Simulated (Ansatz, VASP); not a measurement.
Two plane-wave programs on SiGe

POSCAR

```
SiGe
1.0
    3.9043776432      0.0000000000      0.0000000000
   -1.9521888216      3.3812902250      0.0000000000
    0.0000000000      0.0000000000      6.4536796672
Si Ge
2 2
Direct
    0.6666666667      0.3333333333      0.8744661519
    0.3333333333      0.6666666667      0.3744661519
    0.6666666667      0.3333333333      0.5005328481
    0.3333333333      0.6666666667      0.0005328481
```

INCAR.step1

```
SYSTEM = SiGe
PREC = Accurate
ENCUT = 520
ISMEAR = 0
SIGMA = 0.05
LREAL = .FALSE.
LASPH = .TRUE.
NELM = 80
NBANDS = 26
GGA = PE
ALGO = Normal
EDIFF = 1E-4
LWAVE = .TRUE.
LCHARG = .FALSE.
```

File INCAR.step2:

```
SYSTEM = SiGe
PREC = Accurate
ENCUT = 520
EDIFF = 1E-7
ISMEAR = 0
SIGMA = 0.05
LREAL = .FALSE.
LASPH = .TRUE.
NELM = 80
ALGO = Normal
ISIF = 2
LWAVE = .FALSE.
LCHARG = .FALSE.
METAGGA = R2SCAN
LMIXTAU = .TRUE.
NBANDS = 26
ISTART = 1
```

The input KPOINTS:

```
Automatic mesh
0
G
  6 6 4
  0 0 0
```

Input for Ansatz:

```yaml
crystal:
  lattice:
    - [3.9043776432, 0.0, 0.0]
    - [-1.9521888216, 3.381290225, 0.0]
    - [0.0, 0.0, 6.4536796672]
  atoms:
    - { symbol: Si, position: [0.6666666667, 0.3333333333, 0.8744661519] }
    - { symbol: Si, position: [0.3333333333, 0.6666666667, 0.3744661519] }
    - { symbol: Ge, position: [0.6666666667, 0.3333333333, 0.5005328481] }
    - { symbol: Ge, position: [0.3333333333, 0.6666666667, 0.0005328481] }
basis:
  ecutwfc: 500
kpoints:
  mp_grid: { grid: [6, 6, 4] }
hamiltonian:
  xc: r2scan
scf:
  occupations: { method: gaussian, width: 0.05 }
output:
  forces: true
  stress: true
  eigenvalues: true
```

Alike in both runs: task single point; functional r2SCAN; k mesh 6 × 6 × 4; occupations gaussian, width 0.05 eV; no spin polarisation.

|  | VASP | Ansatz |
| --- | --- | --- |
| version | VASP 6.6.1 | Ansatz 0.2.0 |
| potentials or method | VASP PAW PBE potentials, release 64 (Si, Ge_d), cutoff 520 eV | scalar-relativistic, plane waves, PAW |
| valence electrons in the cell | 36 | 36 |

|  | VASP | Ansatz | Ansatz less VASP |
| --- | --- | --- | --- |
| gap on the k mesh at the Fermi level (eV) | 0.66 | 0.66 | 0.000 |
| least direct gap on the mesh (eV) | 0.78 | 0.79 | +0.007 |
| pressure (GPa) | 0.0 | 0.0 | +0.05 |
| traceless stress, the component that is largest in VASP (GPa) | -0.12 | -0.12 | -0.004 |
| rms of the force components (eV/Å) | 0.001 | 0.004 | +0.0028 |

VASP's potentials were made for PBE, not for r2SCAN. Atom by atom the forces differ by 0.003 eV/Å (rms over components).
